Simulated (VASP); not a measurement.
# TaN (P-6m2) in VASP: further runs

TaN is run at these levels: PBE; tasks: single point.

All numbers are computed with VASP 6.6.1; they aren't measurements. Logs are shortened: lines on timing, memory, paths and dates and some standing lists are left out, and cuts for length are marked.

## (1) The cell of the first run

It takes space group P-6m2 (No. 187, hexagonal). The conventional cell has a = 2.950 Å, b = 2.950 Å, c = 2.898 Å, α = 90.00°, β = 90.00°, γ = 120.00°. Ta (site symmetry -6m2) has 6 N at 2.24 Å and 8 Ta at 2.90 to 2.95 Å within 3.0 Å. N (site symmetry -6m2) has 6 Ta at 2.24 Å and 8 N at 2.90 to 2.95 Å within 3.0 Å.

## (2) Single point, PBE

File INCAR:

```
PREC     = Accurate       # precision mode
ENCUT    = 520            # plane-wave cutoff, eV
EDIFF    = 1E-6           # SCF threshold, eV
ISMEAR   = 0              # smearing method
SIGMA    = 0.1            # smearing width, eV
LREAL    = Auto         
LASPH    = T              # aspherical terms in the spheres
NELM     = 80             # most SCF steps
ALGO     = Normal         # electronic algorithm
ISIF     = 2              # what is computed and relaxed
LWAVE    = F              # write WAVECAR
LCHARG   = F              # write CHGCAR
GGA      = PE             # functional
NBANDS   = 78             # bands
```

File KPOINTS:

```
Automatic mesh
0
Gamma
  5 5 5
```

File POSCAR:

```
TaN
1.0
    0.0000000000      0.0000000000     -5.7955432028
    2.9501846797     -5.1098697569      0.0000000000
   -5.9003693593      0.0000000000      0.0000000000
Ta N
8 8
Direct
    0.2500000000      0.1666666667      0.3333333333
    0.7500000000      0.1666666667      0.3333333333
    0.2500000000      0.6666666667      0.3333333333
    0.7500000000      0.6666666667      0.3333333333
    0.2500000000      0.1666666667      0.8333333333
    0.7500000000      0.1666666667      0.8333333333
    0.2500000000      0.6666666667      0.8333333333
    0.7500000000      0.6666666667      0.8333333333
    0.5000000000      0.0000000000      0.5000000000
    0.0000000000      0.0000000000      0.5000000000
    0.5000000000      0.5000000000      0.5000000000
    0.0000000000      0.5000000000      0.5000000000
    0.5000000000      0.0000000000      0.0000000000
    0.0000000000      0.0000000000      0.0000000000
    0.5000000000      0.5000000000      0.0000000000
    0.0000000000      0.5000000000      0.0000000000
```

Potentials or basis: VASP PAW PBE potentials, release 64 (Ta_pv, N).

Command:

```console
$ cat potpaw_PBE.64/Ta_pv/POTCAR potpaw_PBE.64/N/POTCAR > POTCAR
$ mpirun -np 1 vasp_std > vasp.out
```

OUTCAR:

```text
PREC = Accurate
   ENCUT = 520
   EDIFF = 1E-6
   ISMEAR = 0
   LREAL = Auto
   LASPH = T
   NELM = 80
   ISIF = 2
   GGA = PE

 ion  position               nearest neighbor table
   1  0.250  0.167  0.333-  13 2.24  14 2.24  11 2.24  12 2.24   9 2.24  10 2.24   2 2.90   2 2.90
                             5 2.95   5 2.95   7 2.95   7 2.95   3 2.95   3 2.95
   2  0.750  0.167  0.333-  13 2.24  14 2.24  11 2.24  12 2.24   9 2.24  10 2.24   1 2.90   1 2.90
                             6 2.95   6 2.95   8 2.95   8 2.95   4 2.95   4 2.95
   3  0.250  0.667  0.333-  15 2.24  16 2.24   9 2.24  10 2.24  11 2.24  12 2.24   4 2.90   4 2.90
                             7 2.95   7 2.95   5 2.95   5 2.95   1 2.95   1 2.95
   4  0.750  0.667  0.333-  15 2.24  16 2.24   9 2.24  10 2.24  11 2.24  12 2.24   3 2.90   3 2.90
                             8 2.95   8 2.95   6 2.95   6 2.95   2 2.95   2 2.95
   5  0.250  0.167  0.833-   9 2.24  10 2.24  15 2.24  16 2.24  13 2.24  14 2.24   6 2.90   6 2.90
                             1 2.95   1 2.95   3 2.95   3 2.95   7 2.95   7 2.95
   6  0.750  0.167  0.833-   9 2.24  10 2.24  15 2.24  16 2.24  13 2.24  14 2.24   5 2.90   5 2.90
                             2 2.95   2 2.95   4 2.95   4 2.95   8 2.95   8 2.95
   7  0.250  0.667  0.833-  11 2.24  12 2.24  13 2.24  14 2.24  15 2.24  16 2.24   8 2.90   8 2.90
                             3 2.95   3 2.95   1 2.95   1 2.95   5 2.95   5 2.95
   8  0.750  0.667  0.833-  11 2.24  12 2.24  13 2.24  14 2.24  15 2.24  16 2.24   7 2.90   7 2.90
                             4 2.95   4 2.95   2 2.95   2 2.95   6 2.95   6 2.95
   9  0.500  0.000  0.500-   5 2.24   6 2.24   3 2.24   4 2.24   1 2.24   2 2.24
[... 14 lines left out ...]
 A1 = (   2.9501846797,  -5.1098697569,   0.0000000000)
 A2 = (  -5.9003693593,   0.0000000000,   0.0000000000)
 A3 = (   0.0000000000,   0.0000000000,  -5.7955432028)

Analysis of symmetry for initial positions (statically):
=====================================================================
 Subroutine PRICEL returns following result:

  LATTYP: Found a hexagonal cell.
 ALAT       =     2.9501846797
 C/A-ratio  =     0.9822339670

  Lattice vectors:

 A1 = (   1.4750923398,  -2.5549348785,   0.0000000000)
 A2 = (  -2.9501846796,   0.0000000000,   0.0000000000)
 A3 = (   0.0000000000,   0.0000000000,  -2.8977716014)

   8 primitive cells build up your supercell.

 Routine SETGRP: Setting up the symmetry group for a
 hexagonal supercell.

 Subroutine GETGRP returns: Found 12 space group operations
 (whereof 12 operations were pure point group operations)
 out of a pool of 24 trial point group operations.

The static configuration has the point symmetry D_3h.

Analysis of symmetry for dynamics (positions and initial velocities):
=====================================================================
 Subroutine PRICEL returns following result:

  LATTYP: Found a hexagonal cell.
 ALAT       =     2.9501846797
 C/A-ratio  =     0.9822339670

  Lattice vectors:

 A1 = (   1.4750923398,  -2.5549348785,   0.0000000000)
 A2 = (  -2.9501846796,   0.0000000000,   0.0000000000)
 A3 = (   0.0000000000,   0.0000000000,  -2.8977716014)

   8 primitive cells build up your supercell.

 Routine SETGRP: Setting up the symmetry group for a
 hexagonal supercell.

 Subroutine GETGRP returns: Found 12 space group operations
 (whereof 12 operations were pure point group operations)
 out of a pool of 24 trial point group operations.

The dynamic configuration has the point symmetry D_3h.

 Subroutine INISYM returns: Found 12 space group operations
 (whereof 12 operations are pure point group operations),
 and found     8 'primitive' translations

----------------------------------------------------------------------------------------

                                     Primitive cell

  volume of cell :      21.8420

  direct lattice vectors                    reciprocal lattice vectors
     1.475092340 -2.554934878  0.000000000     0.000000000 -0.391399408  0.000000000
    -2.950184680  0.000000000  0.000000000    -0.338961831 -0.195699704  0.000000000
     0.000000000  0.000000000 -2.897771601     0.000000000  0.000000000 -0.345092760

  length of vectors
     2.950184680  2.950184680  2.897771601     0.391399408  0.391399408  0.345092760

  position of ions in fractional coordinates (direct lattice)
     0.333333333  0.666666667  0.500000000
     0.000000000  0.000000000  0.000000000

  ion indices of the primitive-cell ions
   primitive index   ion index
                 1           1
                 2           9

----------------------------------------------------------------------------------------

 KPOINTS: Automatic mesh

Automatic generation of k-mesh.
 Grid dimensions read from file:
 generate k-points for:    5    5    5

 Generating k-lattice:

  Cartesian coordinates                     Fractional coordinates (reciprocal lattice)
     0.000000000  0.000000000 -0.034509276     0.200000000  0.000000000  0.000000000
     0.000000000 -0.039139941  0.000000000     0.000000000  0.200000000  0.000000000
    -0.033896183 -0.019569970  0.000000000     0.000000000  0.000000000  0.200000000

  Length of vectors
     0.034509276  0.039139941  0.039139941

  Shift w.r.t. Gamma in fractional coordinates (k-lattice)
     0.000000000  0.000000000  0.000000000

 Subroutine IBZKPT returns following result:
 ===========================================

 Found     15 irreducible k-points:

 Following reciprocal coordinates:
            Coordinates               Weight
  0.000000  0.000000  0.000000      1.000000
  0.200000  0.000000  0.000000      2.000000
  0.400000  0.000000  0.000000      2.000000
  0.000000  0.200000  0.000000      6.000000
  0.200000  0.200000  0.000000     12.000000
  0.400000  0.200000  0.000000     12.000000
  0.000000  0.400000  0.000000      6.000000
  0.200000  0.400000  0.000000     12.000000
  0.400000  0.400000  0.000000     12.000000
  0.000000  0.200000  0.200000      6.000000
  0.200000  0.200000  0.200000     12.000000
  0.400000  0.200000  0.200000     12.000000
  0.000000  0.400000  0.200000      6.000000
  0.200000  0.400000  0.200000     12.000000
  0.400000  0.400000  0.200000     12.000000
   k-points           NKPTS =     15   k-points in BZ     NKDIM =     15   number of bands    NBANDS=     78
   number of dos      NEDOS =    301   number of ions     NIONS =     16
   total plane-waves  NPLWV = 110592
   dimension x,y,z NGX =    48 NGY =   48 NGZ =   48
   dimension x,y,z NGXF=    96 NGYF=   96 NGZF=   96
   ions per type =               8   8
   NGX,Y,Z   is equivalent  to a cutoff of  13.77, 13.52, 13.52 a.u.
   NGXF,Y,Z  is equivalent  to a cutoff of  27.54, 27.05, 27.05 a.u.
 SYSTEM =  unknown system
   PREC   = accura    normal or accurate (medium, high low for compatibility)
   ISTART =      0    job   : 0-new  1-cont  2-samecut
   ICHARG =      2    charge: 1-file 2-atom 10-const
   ISPIN  =      1    spin polarized calculation?
   LNONCOLLINEAR =      F non collinear calculations
   LSORBIT =      F    spin-orbit coupling
   LASPH  =      T    aspherical Exc in radial PAW
   ENCUT  =  520.0 eV  38.22 Ry    6.18 a.u.  10.78 10.97 10.97*2*pi/ulx,y,z
   NELM   =     80;   NELMIN=  2; NELMDL= -5     # of ELM steps
   EDIFF  = 0.1E-05   stopping-criterion for ELM
   LREAL  =      T    real-space projection
   EDIFFG = 0.1E-04   stopping-criterion for IOM
   NSW    =      0    number of steps for IOM
   IBRION =     -1    ionic relax: 0-MD 1-quasi-New 2-CG
   NFREE  =      0    steps in history (QN), initial steepest desc. (CG)
   ISIF   =      2    stress and relaxation
   ISYM   =      2    0-nonsym 1-usesym 2-fastsym
   POTIM  = 0.5000    time-step for ionic-motion
   TEBEG  =    0.0;   TEEND  =   0.0 temperature during run
   PSTRESS=    0.0 pullay stress
   NELECT =     128.0000    total number of electrons
   NUPDOWN=      -1.0000    fix difference up-down
   EMIN   =  10.00;   EMAX   =-10.00  energy-range for DOS
   EFERMI =   0.00;   METHOD = LEGACY
   ISMEAR =     0;   SIGMA  =   0.10  broadening in eV -4-tet -1-fermi 0-gaus
   EFERMI_NEDOS =   21; number of points for ismear=-14 and -15
   IALGO  =     38    algorithm
   IMIX   =      4    mixing-type and parameters
     AMIX     =   0.40;   BMIX     =  1.00
     AMIX_MAG =   1.60;   BMIX_MAG =  1.00
  volume/ion in A,a.u.               =      10.92        73.70
  Fermi-wavevector in a.u.,A,eV,Ry     =   1.475765  2.788791 29.631873  2.177881
  Thomas-Fermi vector in A             =   2.590374
   LORBIT       =      0    0 simple, 1 ext, 2 COOP (PROOUT), +10 PAW based schemes
   GGA     = PE    functional components
   LHFCALC =     F    Hartree Fock is set to
   AEXX    =    0.0000 exact exchange contribution
   IVDW    =     0    specifies the selected vdW correction
   LEPSILON=     F    determine dielectric tensor
   LRPA    =     F    only Hartree local field effects (RPA)
 non-spin polarized calculation
 Gauss-broadening in eV      SIGMA  =   0.10
  energy-cutoff  :      520.00
  volume of cell :      174.74
 maximum number of plane-waves:      4725
 NGX is ok and might be reduce to    48

 number of electron     128.0000010 magnetization

 Free energy of the ion-electron system (eV)
  ---------------------------------------------------
  ext. energy  EPLUGINS =         0.00000000
  ---------------------------------------------------
  free energy    TOTEN  =      -179.57439870 eV

  energy without entropy =     -179.57279984  energy(sigma->0) =     -179.57359927

 E-fermi :   8.1689     XC(G=0): -13.2725

 val. band max:        8.1190462274   @ k =   0.2000   0.0000   0.0000
 cond. band min:       8.3761369329   @ k =   0.0000   0.2000   0.0000
 fundamental gap:      0.2570907054
 Fermi energy:         8.1689156039

 k-point     1 :       0.0000    0.0000    0.0000
  band No.  band energies     occupation
      1     -27.6492      2.00000
      2     -27.4988      2.00000
      3     -27.4988      2.00000
      4     -27.4988      2.00000
      5     -27.4018      2.00000
      6     -27.4018      2.00000
[... 1174 lines left out ...]
     75      11.0262      0.00000
     76      11.4668      0.00000
 [bands above 76 left out]

------------------------ aborting loop because EDIFF is reached ----------------------------------------

  FORCE on cell =-STRESS in cart. coord.  units (eV):
  Direction    XX          YY          ZZ          XY          YZ          ZX
  --------------------------------------------------------------------------------------
  -------------------------------------------------------------------------------------
  Total        0.7078064      0.7078064      0.7007189     -0.0000000      0.0000000      0.0000000
  in kB        6.4899579      6.4899579      6.4249715     -0.0000000      0.0000000      0.0000000
  external PRESSURE =       6.4682958 kB  Pullay stress =       0.0000000 kB

 VOLUME and BASIS-vectors are now :
 -----------------------------------------------------------------------------
  energy-cutoff  :      520.00
  volume of cell :      174.74
      direct lattice vectors                 reciprocal lattice vectors
     0.000000000  0.000000000 -5.795543203     0.000000000  0.000000000 -0.172546380
     2.950184680 -5.109869757  0.000000000     0.000000000 -0.195699704  0.000000000
    -5.900369359  0.000000000  0.000000000    -0.169480915 -0.097849852  0.000000000

 POSITION                                       TOTAL-FORCE (eV/Angst)
 -----------------------------------------------------------------------------------
     -1.47509     -0.85164     -1.44889         0.000000     -0.000000     -0.000000
     -1.47509     -0.85164     -4.34666         0.000000     -0.000000      0.000000
      0.00000     -3.40658     -1.44889         0.000000     -0.000000     -0.000000
      0.00000     -3.40658     -4.34666         0.000000     -0.000000      0.000000
     -4.42528     -0.85164     -1.44889         0.000000      0.000000     -0.000000
     -4.42528     -0.85164     -4.34666         0.000000     -0.000000      0.000000
[... 8 lines left out ...]
      1.47509     -2.55493     -2.89777        -0.000000      0.000000      0.000000
      1.47509     -2.55493      0.00000        -0.000000      0.000000     -0.000000
 -----------------------------------------------------------------------------------
    total drift:                               -0.000000      0.000000     -0.000000

  FREE ENERGIE OF THE ION-ELECTRON SYSTEM (eV)
  ---------------------------------------------------
  free  energy   TOTEN  =      -179.5743986981 eV

  energy  without entropy=     -179.5727998449  energy(sigma->0) =     -179.57359927
```

Run time: 3.7 min. Hardware: 1 thread of Intel Xeon 6975P-C (Granite Rapids), shared host; peak memory 0.4 GiB.

Results:

| Item | Value |
| --- | --- |
| Free energy | -179.5744 eV |
| Pressure | 0.6 GPa |
| Band gap on the k mesh | zero (band 64 reaches 8.53 eV, above the bottom of band 65 at 8.03 eV) |

Levels at points of the mesh, in eV from the Fermi level:
```csv
k point,band 62,band 63,band 64,band 65,band 66,band 67
"(0.00, 0.00, 0.00)",-0.45,-0.45,-0.14,-0.14,2.06,2.29
```

Caveat: spin-orbit coupling is left out, which moves the levels of the heavy elements.

## (3) Single point, PBE

This run uses another cell than the first one: it holds 2 atoms, not 16.

File INCAR:

```
SYSTEM = TaN
PREC = Accurate
ENCUT = 520
EDIFF = 1E-6
ISMEAR = 0
SIGMA = 0.15
LREAL = .False.
LASPH = .True.
NELM = 80
ALGO = Normal
ISIF = 2
LWAVE = .False.
LCHARG = .True.
GGA = PE
LELF = .True.
LVHAR = .True.
NBANDS = 15
```

File KPOINTS:

```
regular mesh
0
Gamma
  24 24 22
  0 0 0
```

File POSCAR:

```
TaN
1.0
    2.9501846798      0.0000000000      0.0000000000
   -1.4750923399      2.5549348785      0.0000000000
    0.0000000000      0.0000000000      2.8977716016
Ta N
1 1
Direct
    0.3333333333      0.6666666667      0.5000000000
    0.0000000000      0.0000000000      0.0000000000
```

Potentials or basis: VASP PAW PBE potentials, release 64 (Ta_pv, N).

Command:

```console
$ cat potpaw_PBE.64/Ta_pv/POTCAR potpaw_PBE.64/N/POTCAR > POTCAR
$ mpirun -np 1 vasp_std > vasp.out
```

It took 2.3 min on 1 thread of AMD EPYC 7R13 (Zen 3), shared host; peak memory 0.32 GiB.

The run converged. Its results:

- Free energy: -22.4462 eV
- Pressure: 0.7 GPa
- Band gap on the k mesh: zero (band 8 reaches 8.42 eV, above the bottom of band 9 at 8.03 eV)

Stress tensor (GPa, compression positive):
```
0.60 0.00 0.00
0.00 0.60 0.00
0.00 0.00 0.77
```

Levels at points of the mesh, in eV from the Fermi level:
| k point | band 5 | band 6 | band 7 | band 8 | band 9 | band 10 | band 11 | band 12 |
| --- | --- | --- | --- | --- | --- | --- | --- | --- |
| (0.00, 0.00, 0.00) | -4.49 | -4.49 | -4.14 | -2.91 | 2.13 | 3.52 | 3.52 | 3.93 |
| (0.50, 0.00, 0.00) | -8.20 | -5.13 | -3.42 | -3.15 | 2.96 | 3.95 | 5.14 | 5.21 |
| (0.00, 0.00, 0.50) | -9.26 | -3.69 | -3.69 | -0.08 | -0.08 | 2.36 | 3.31 | 3.31 |
| (0.50, 0.00, 0.50) | -7.24 | -6.13 | -5.59 | -0.39 | 4.07 | 5.26 | 5.92 | 6.96 |

Caveat: spin-orbit coupling is left out, which moves the levels of the heavy elements.
